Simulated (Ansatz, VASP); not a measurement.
InP: VASP beside Ansatz

```xyz
2
Lattice="0.0000 2.9305 2.9305 2.9305 0.0000 2.9305 2.9305 2.9305 0.0000" Properties=species:S:1:pos:R:3 pbc="T T T"
In    0.0000    0.0000    0.0000
P     4.3958    4.3958    4.3958
```

Alike in both runs: task single point; functional r2SCAN; k mesh 10 × 10 × 10; occupations gaussian, width 0.05 eV; no spin polarisation.

```csv
,VASP,Ansatz
version,VASP 6.6.1,Ansatz 0.2.0
potentials or method,"VASP PAW PBE potentials, release 64 (In_d, P), cutoff 520 eV","scalar-relativistic, plane waves, PAW"
valence electrons in the cell,18,18
```

```tsv
	VASP	Ansatz	Ansatz less VASP
gap on the k mesh at the Fermi level (eV)	1.17	1.16	-0.005
least direct gap on the mesh (eV)	1.17	1.16	-0.005
pressure (GPa)	1.6	1.7	+0.11
```

VASP's potentials were made for PBE, not for r2SCAN.
